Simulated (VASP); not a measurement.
AgCl:

```
Ag Cl
1.0
     0.00000    2.99325    2.99325
     2.99325    0.00000    2.99325
     2.99325    2.99325    0.00000
Ag Cl
1 1
Cartesian
  0.0000 0.0000 0.0000
  1.4966 1.4966 1.4966
```

Base run:

```yaml
Program: VASP 6.6.1
Functional: r2SCAN
Potentials_or_basis: VASP PAW PBE potentials, release 64 (Ag, Cl)
Cutoff: 520 eV
k_mesh: 6 × 6 × 6
Occupations: gaussian, width 0.01 eV
Spin: no spin polarisation
```

Its results: band gap on the k mesh 1.60 eV, direct; pressure 0.0 GPa.

Task: The run is repeated on the same cell with these changes: functional from r2SCAN to PBE; further incar settings from ALGO = Normal; EDIFF = 1e-06; NBANDS = 16 to ALGO = Normal; EDIFF = 1e-07; NBANDS = 16. What comes out?

Result: Band gap on the k mesh 1.25 eV, direct; pressure 1.1 GPa.

Caveats: the PAW data sets were made with another functional, which shifts forces and pressure a little (some runs).

